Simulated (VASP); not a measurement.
Here is a VASP 6.6.1 calculation.

INCAR

```
SYSTEM = Rh
ALGO = Normal
EDIFF = 1E-7
EDIFFG = -0.005
ENCUT = 600
GGA = PS
IBRION = 2
ISIF = 3
ISMEAR = -1
LASPH = .True.
LCHARG = .False.
LREAL = .False.
LWAVE = .False.
NELM = 80
NSW = 60
PREC = Accurate
PSTRESS = 5100.0
SIGMA = 0.1
```

KPOINTS

```
k-points
0
Gamma
  21 21 21
  0 0 0
```

POSCAR

```
Rh
1.0
   -1.2671572294      1.2671572294      1.2671572294
    1.2671572294     -1.2671572294      1.2671572294
    1.2671572294      1.2671572294     -1.2671572294
Rh
1
Direct
    0.0000000000      0.0000000000      0.0000000000
```

Potentials or basis: VASP PAW PBE potentials, release 64 (Rh_pv).

Run with:

```sh
$ cat potpaw_PBE.64/Rh_pv/POTCAR > POTCAR
$ mpirun -np 1 vasp_std > vasp.out
```

(1) Estimate the relaxed volume.

(2) What does it give for the space group after relaxing (to 0.05 Å)?

Results:

(1) 8.20 Å³/atom.

(2) Im-3m (No. 229).

Caveat: the cell is relaxed towards a set pressure, so the enthalpy falls and the energy may rise; the PAW data sets were made with another functional, which shifts forces and pressure a little.
